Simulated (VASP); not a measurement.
# ScAl3N4 (P1) in VASP: relaxation of cell and atoms with PBE

Aim: the relaxation of cell and atoms of ScAl3N4 with PBE.

Everything below comes from runs of VASP 6.6.1. Logs are shortened: lines on timing, memory, paths and dates and some standing lists are left out, and cuts for length are marked.

## 1. The cell of the first run

The typed cell holds 8 atoms: a = 3.190 Å, b = 3.226 Å, c = 10.479 Å, α = 88.84°, β = 90.20°, γ = 119.78°.

## 2. Relaxation of cell and atoms, PBE

INCAR reads:

```
PREC     = Accurate       # precision mode
ENCUT    = 600            # plane-wave cutoff, eV
EDIFF    = 1E-6           # SCF threshold, eV
ISMEAR   = 0              # smearing method
SIGMA    = 0.1            # smearing width, eV
LREAL    = False          # projectors in reciprocal space
LASPH    = True           # aspherical terms in the spheres
NELM     = 100            # most SCF steps
ALGO     = Normal         # electronic algorithm
ISIF     = 3              # what is computed and relaxed
LWAVE    = False          # write WAVECAR
LCHARG   = False          # write CHGCAR
GGA      = PE             # functional
IBRION   = 2              # ionic algorithm
NSW      = 80             # ionic steps
EDIFFG   = -0.025         # ionic threshold
```

KPOINTS reads:

```
Automatic mesh
0
Gamma
  6 6 2
```

POSCAR reads:

```
ScAl3N4
1.0
    3.1895413599     -0.0043979439     -0.0055076434
   -1.5985794111      2.8019382510      0.0325071007
   -0.0179857444      0.1121932703     10.4782802818
Sc Al N
1 3 4
Direct
    0.3692535509      0.7355132652      0.1647963806
    0.5989624664      0.2940156910      0.4389824324
    0.7278064447      0.3479826915      0.9216078074
    0.3586635604      0.6659599576      0.6650963645
    0.7218570057      0.3789833905      0.2368772633
    0.6578936062      0.3014235397      0.7380018355
    0.2770762629      0.5956834125      0.4868649041
   -0.0448462305      0.0137713853      0.9917730121
```

Potentials or basis: VASP PAW PBE potentials, release 64 (Sc_sv, Al, N).

Command:

```
cat potpaw_PBE.64/Sc_sv/POTCAR potpaw_PBE.64/Al/POTCAR potpaw_PBE.64/N/POTCAR > POTCAR
mpirun -np 1 vasp_std > vasp.out
```

OUTCAR:

```text
PREC = Accurate
   ENCUT = 600
   EDIFF = 1E-6
   ISMEAR = 0
   LREAL = False
   LASPH = True
   NELM = 100
   ISIF = 3
   GGA = PE
   IBRION = 2
   NSW = 80
   EDIFFG = -0.025

 ion  position               nearest neighbor table
   1  0.369  0.736  0.165-   5 1.94   5 1.97   5 2.10   8 2.42   3 3.05   3 3.13   2 3.30   3 3.31

   2  0.599  0.294  0.439-   7 1.81   7 1.95   7 2.01   5 2.14   4 2.93   4 2.95   4 3.18   1 3.30

   3  0.728  0.348  0.922-   8 1.72   6 1.94   8 2.05   8 2.26   1 3.05   1 3.13   4 3.19   4 3.28
                             1 3.31   4 3.33
   4  0.359  0.666  0.665-   7 1.89   6 1.95   6 1.99   6 2.08   2 2.93   2 2.95   2 3.18   3 3.19
                             3 3.28   3 3.33
   5  0.722  0.379  0.237-   1 1.94   1 1.97   1 2.10   2 2.14
   6  0.658  0.301  0.738-   3 1.94   4 1.95   4 1.99   4 2.08
   7  0.277  0.596  0.487-   2 1.81   4 1.89   2 1.95   2 2.01
   8  0.955  0.014  0.992-   3 1.72   3 2.05   3 2.26   1 2.42

  LATTYP: Found a triclinic cell.
 ALAT       =     3.2260456921
 B/A-ratio  =     0.9886869101
 C/A-ratio  =     3.2482169625
 COS(alpha) =     0.0034578130
 COS(beta)  =     0.0202254315
 COS(gamma) =     0.4967366479

  Lattice vectors:

 A1 = (  -1.5985794111,   2.8019382510,   0.0325071007)
 A2 = (  -3.1895413599,   0.0043979439,   0.0055076434)
 A3 = (  -0.0179857444,   0.1121932703,  10.4782802818)

Analysis of symmetry for initial positions (statically):
=====================================================================
 Subroutine PRICEL returns:
 Original cell was already a primitive cell.

 Routine SETGRP: Setting up the symmetry group for a
 triclinic supercell.

 Subroutine GETGRP returns: Found  1 space group operations
 (whereof  1 operations were pure point group operations)
 out of a pool of  2 trial point group operations.

The static configuration has the point symmetry C_1 .

Analysis of symmetry for dynamics (positions and initial velocities):
=====================================================================
 Subroutine PRICEL returns:
 Original cell was already a primitive cell.

 Routine SETGRP: Setting up the symmetry group for a
 triclinic supercell.

 Subroutine GETGRP returns: Found  1 space group operations
 (whereof  1 operations were pure point group operations)
 out of a pool of  2 trial point group operations.

The dynamic configuration has the point symmetry C_1 .

 Subroutine INISYM returns: Found  1 space group operations
 (whereof  1 operations are pure point group operations),
 and found     1 'primitive' translations

[... 130 lines left out ...]
   LORBIT       =      0    0 simple, 1 ext, 2 COOP (PROOUT), +10 PAW based schemes
   GGA     = PE    functional components
   LHFCALC =     F    Hartree Fock is set to
   AEXX    =    0.0000 exact exchange contribution
   IVDW    =     0    specifies the selected vdW correction
   LEPSILON=     F    determine dielectric tensor
   LRPA    =     F    only Hartree local field effects (RPA)
 conjugate gradient relaxation of ions
 non-spin polarized calculation
 Gauss-broadening in eV      SIGMA  =   0.10
  energy-cutoff  :      600.00
  volume of cell :       93.56
 maximum number of plane-waves:      3151
 NGX is ok and might be reduce to    28
   NGX = 13   NGY = 13   NGZ = 41

--------------------------------------- Ionic step        1  -------------------------------------------

 number of electron      40.0000001 magnetization

 Free energy of the ion-electron system (eV)
  ---------------------------------------------------
  ext. energy  EPLUGINS =         0.00000000
  ---------------------------------------------------
  free energy    TOTEN  =       -60.44836676 eV

  energy without entropy =      -60.44836676  energy(sigma->0) =      -60.44836676

------------------------ aborting loop because EDIFF is reached ----------------------------------------

  FORCE on cell =-STRESS in cart. coord.  units (eV):
  Direction    XX          YY          ZZ          XY          YZ          ZX
  --------------------------------------------------------------------------------------
  -------------------------------------------------------------------------------------
  Total        1.6166604     -2.1087547     -4.0571534     -1.0836435     -1.4894050      0.7721903
  in kB       27.6850321    -36.1120633    -69.4780586    -18.5572097    -25.5058051     13.2236262
  external PRESSURE =     -25.9683633 kB  Pullay stress =       0.0000000 kB
[... 107 lines left out ...]
  FREE ENERGIE OF THE ION-ELECTRON SYSTEM (eV)
  ---------------------------------------------------
  free  energy   TOTEN  =       -61.7576402537 eV

  energy  without entropy=      -61.7576402537  energy(sigma->0) =      -61.75764025

[... ionic steps 4 to 24 ...]

--------------------------------------- Ionic step       25  -------------------------------------------

 number of electron      39.9999999 magnetization

------------------------ aborting loop because EDIFF is reached ----------------------------------------
[... 79 lines left out ...]
--------------------------------------- Ionic step       27  -------------------------------------------

 number of electron      39.9999999 magnetization

 Free energy of the ion-electron system (eV)
  ---------------------------------------------------
  ext. energy  EPLUGINS =         0.00000000
  ---------------------------------------------------
  free energy    TOTEN  =       -62.10382823 eV

  energy without entropy =      -62.10382823  energy(sigma->0) =      -62.10382823

 E-fermi :   6.1642     XC(G=0): -10.9675

 val. band max:        5.5590887570   @ k =   0.3333   0.3333   0.5000
 cond. band min:       8.5676947977   @ k =  -0.0000   0.5000   0.0000
 fundamental gap:      3.0086060406
 Fermi energy:         6.1641610048

 k-point     1 :       0.0000    0.0000    0.0000
  band No.  band energies     occupation
      1     -41.4881      2.00000
      2     -20.3312      2.00000
      3     -19.9119      2.00000
      4     -19.9113      2.00000
      5      -9.5287      2.00000
      6      -8.6695      2.00000
[... 661 lines left out ...]
     24      11.4518      0.00000
     25      11.5659      0.00000

 [... further k-points ...]

------------------------ aborting loop because EDIFF is reached ----------------------------------------

  FORCE on cell =-STRESS in cart. coord.  units (eV):
  Direction    XX          YY          ZZ          XY          YZ          ZX
  --------------------------------------------------------------------------------------
  -------------------------------------------------------------------------------------
  Total        0.0063000     -0.0026931     -0.0199041     -0.0088540     -0.0014535      0.0059700
  in kB        0.1133380     -0.0484487     -0.3580760     -0.1592840     -0.0261490      0.1074000
  external PRESSURE =      -0.0977289 kB  Pullay stress =       0.0000000 kB
[... 23 lines left out ...]
  FREE ENERGIE OF THE ION-ELECTRON SYSTEM (eV)
  ---------------------------------------------------
  free  energy   TOTEN  =       -62.1038282340 eV

  energy  without entropy=      -62.1038282340  energy(sigma->0) =      -62.10382823

 reached required accuracy - stopping structural energy minimisation
```

Run time: 35 min. Hardware: 1 thread of Oxide Virtual Turin-like, shared host; peak memory 0.29 GiB.

Results:

* Free energy: -62.1038 eV
* Relaxed volume: 11.13 Å³/atom
* Relaxed cell: a = 3.157 Å, b = 3.157 Å, c = 10.316 Å, α = 89.99°, β = 90.01°, γ = 119.99°
* Space group after relaxing (to 0.1 Å): P3m1 (No. 156)
* Energy gained by relaxing: 206.9 meV/atom
* Ionic steps: 27
* Pressure after relaxing: 0.0 GPa
* Largest force after relaxing: 0.023 eV/Å
* Band gap on the k mesh: 3.01 eV (least direct gap 3.18 eV)

Forces on the atoms (eV/Å):
```
Sc  -0.004 -0.003 -0.002
Al  -0.002 -0.004  0.003
Al   0.004  0.000 -0.012
Al   0.004  0.005  0.003
N    0.009  0.001  0.021
N   -0.002  0.001 -0.005
N   -0.002  0.001 -0.006
N   -0.007 -0.001 -0.002
```

Step by step:
| step | energy change (eV) | largest force (eV/Å) | pressure (GPa) | volume (Å³) |
| --- | --- | --- | --- | --- |
| 1 | 0.0000 | 3.9598 | -2.60 | 93.56 |
| 2 | -1.0695 | 2.5019 | -2.96 | 90.97 |
| 3 | -1.3093 | 1.3030 | -5.16 | 91.79 |
| 4 | -1.4939 | 1.0316 | 4.47 | 87.04 |
| 5 | -1.5008 | 0.8285 | 2.76 | 87.76 |
| 6 | -1.5676 | 0.5264 | 0.97 | 88.56 |
| 7 | -1.5689 | 0.4445 | 1.15 | 88.46 |
| 8 | -1.5932 | 0.3313 | -1.24 | 89.55 |
| 9 | -1.5935 | 0.3514 | -1.49 | 89.67 |
| 10 | -1.6158 | 0.2556 | -0.50 | 89.25 |
| 11 | -1.6214 | 0.3013 | 0.37 | 88.90 |
| 12 | -1.6373 | 0.2382 | 0.44 | 88.84 |
| 13 | -1.6382 | 0.2817 | 0.47 | 88.82 |
| 14 | -1.6457 | 0.1963 | -0.31 | 89.19 |
| 15 | -1.6460 | 0.2040 | -0.48 | 89.27 |
| 16 | -1.6505 | 0.1295 | 0.02 | 89.08 |
| 17 | -1.6506 | 0.1254 | 0.09 | 89.05 |
| 18 | -1.6523 | 0.1163 | 0.05 | 89.04 |
| 19 | -1.6524 | 0.1079 | 0.05 | 89.04 |
| 20 | -1.6536 | 0.0800 | -0.07 | 89.09 |
| 21 | -1.6537 | 0.0762 | -0.10 | 89.10 |
| 22 | -1.6548 | 0.0556 | 0.03 | 89.03 |
| 23 | -1.6550 | 0.0650 | 0.11 | 88.99 |
| 24 | -1.6553 | 0.0634 | -0.03 | 89.06 |
| 25 | -1.6554 | 0.0366 | 0.01 | 89.04 |
| 26 | -1.6554 | 0.0476 | -0.03 | 89.07 |
| 27 | -1.6555 | 0.0232 | -0.01 | 89.06 |

Final structure:
```xyz
8
Lattice="3.1572 0.0004 0.0000 -1.5784 2.7341 0.0001 -0.0010 0.0005 10.3163" Properties=species:S:1:pos:R:3 pbc="T T T"
Sc   -0.0013    1.8244    1.6627
Al    1.5787    0.9123    4.4274
Al    1.5784    0.9119    9.4754
Al   -0.0006    1.8218    6.9446
N     1.5770    0.9127    2.5655
N     1.5783    0.9107    7.5894
N     0.0000    1.8232    5.0647
N    -1.5781    2.7345   10.1799
```

A k mesh can miss the band edges.
